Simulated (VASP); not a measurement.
Input of a VASP 6.6.1 run:

INCAR

```
SYSTEM = EuO
  ALGO = Normal
  EDIFF = 1E-6
  ENCUT = 600
  GGA = CA
  GGA_COMPAT = .FALSE.
  ISIF = 2
  ISMEAR = 0
  ISPIN = 2
  LASPH = .TRUE.
  LCHARG = .FALSE.
  LDAU = .TRUE.
  LDAUJ = 0 0
  LDAUL = 3 -1
  LDAUPRINT = 1
  LDAUTYPE = 2
  LDAUU = 6 0
  LMAXMIX = 6
  LORBIT = 11
  LREAL = .FALSE.
  LWAVE = .FALSE.
  MAGMOM = 7.36 -0.09
  NBANDS = 22
  NELM = 200
  PREC = Accurate
  SIGMA = 0.05
```

Contents of KPOINTS:

```
k-points
0
G
  8 8 8
  0 0 0
```

POSCAR

```
EuO
1.0
    0.0000000000      2.4920436005      2.4920436005
    2.4920436005      0.0000000000      2.4920436005
    2.4920436005      2.4920436005      0.0000000000
Eu O
1 1
Direct
    0.5000000000      0.5000000000      0.5000000000
    0.0000000000      0.0000000000      0.0000000000
```

Potentials or basis: VASP PAW PBE potentials, release 64 (Eu, O).

Run with:

```sh
$ cat potpaw_PBE.64/Eu/POTCAR potpaw_PBE.64/O/POTCAR > POTCAR
$ mpirun -np 1 vasp_std > vasp.out
```

(1) Predict the net moment.

(2) Estimate the band gap on the k mesh.

(3) What does it give for the pressure?

## Answers

(1) 7.00 μB per cell.

(2) zero (filled and empty bands overlap).

(3) 1.9 GPa.

Caveat: the PAW data sets were made with another functional, which shifts forces and pressure a little; spin-orbit coupling is left out, which moves the levels of the heavy elements; a cell with one magnetic atom can't hold antiferromagnetic order, which such compounds often take.
